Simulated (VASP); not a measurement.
Set up this calculation in VASP 6.6.1, as the native input.

| Property | Result |
| --- | --- |
| Task | single point |
| Functional | PBEsol |
| Potentials or basis | VASP PAW PBE potentials, release 64 (Hf_pv, N) |
| Cutoff | 520 eV |
| k mesh | 10 × 10 × 10 |
| Occupations | fermi-dirac, width 0.05 eV |
| Spin | no spin polarisation |
| Dipole correction | no |
| Further INCAR settings | ALGO = Normal; EDIFF = 1e-06; NBANDS = 14 |

The structure of HfN lies in POSCAR:

```
HfN
1.0
    0.0000000000      2.2408586042      2.2408586042
    2.2408586042      0.0000000000      2.2408586042
    2.2408586042      2.2408586042      0.0000000000
Hf N
1 1
Direct
    0.0000000000      0.0000000000      0.0000000000
    0.5000000000      0.5000000000      0.5000000000
```

This cell differs from its parent crystal: volume scaled by 0.98.

These files were run (other wordings do the same):

INCAR

```
SYSTEM = HfN
ALGO = Normal
EDIFF = 1E-6
ENCUT = 520
GGA = PS
ISIF = 2
ISMEAR = -1
LASPH = .TRUE.
LCHARG = .FALSE.
LREAL = .FALSE.
LWAVE = .FALSE.
NBANDS = 14
NELM = 60
PREC = Accurate
SIGMA = 0.05
```

KPOINTS

```
k-points
0
G
  10 10 10
  0 0 0
```

Potentials or basis: VASP PAW PBE potentials, release 64 (Hf_pv, N).

Run with:

```sh
$ cat potpaw_PBE.64/Hf_pv/POTCAR potpaw_PBE.64/N/POTCAR > POTCAR
$ mpirun -np 1 vasp_std > vasp.out
```

It gave:

* Pressure: 1.7 GPa

Caveat: the PAW data sets were made with another functional, which shifts forces and pressure a little.

Wall time 6.9 s on 1 thread of Intel(R) Xeon(R) Platinum 8488C (Sapphire Rapids), on a shared host, peak memory 0.14 GiB.
